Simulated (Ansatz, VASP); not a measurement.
## One calculation of Ta3N, two programs

```
Ta N
1.0
     5.37701    0.00000    0.00000
    -2.68851    4.65663    0.00000
     0.00000    0.00000    2.83670
Ta N
3 1
Direct
  0.64127 0.00000 0.50000
  0.00000 0.64127 0.50000
  0.35873 0.35873 0.50000
  0.00000 0.00000 0.50000
```

Alike in both runs: functional PBE; k mesh 6 × 6 × 6; occupations gaussian, width 0.1 eV; no spin polarisation.

Ansatz relaxed the structure, and its values are those at the end. VASP's run is a single point on that final structure, the one shown.

|  | VASP | Ansatz |
| --- | --- | --- |
| version | VASP 6.6.1 | Ansatz 0.2.0 |
| potentials or method | VASP PAW PBE potentials, release 64 (Ta_sv_GW, N), cutoff 700 eV | scalar-relativistic, plane waves, PAW |
| valence electrons in the cell | 44 | 44 |

|  | VASP | Ansatz | Ansatz less VASP |
| --- | --- | --- | --- |
| gap on the k mesh at the Fermi level (eV) | none | none | - |
| pressure (GPa) | 0.1 | 0.2 | +0.11 |
| rms of the force components (eV/Å) | 0.036 | 0.007 | -0.0297 |

A gap of «none» marks a metal or a gap that the smearing closes.

The k mesh is coarse, so the values compare programs but aren't converged. Neither program's run includes spin-orbit coupling.
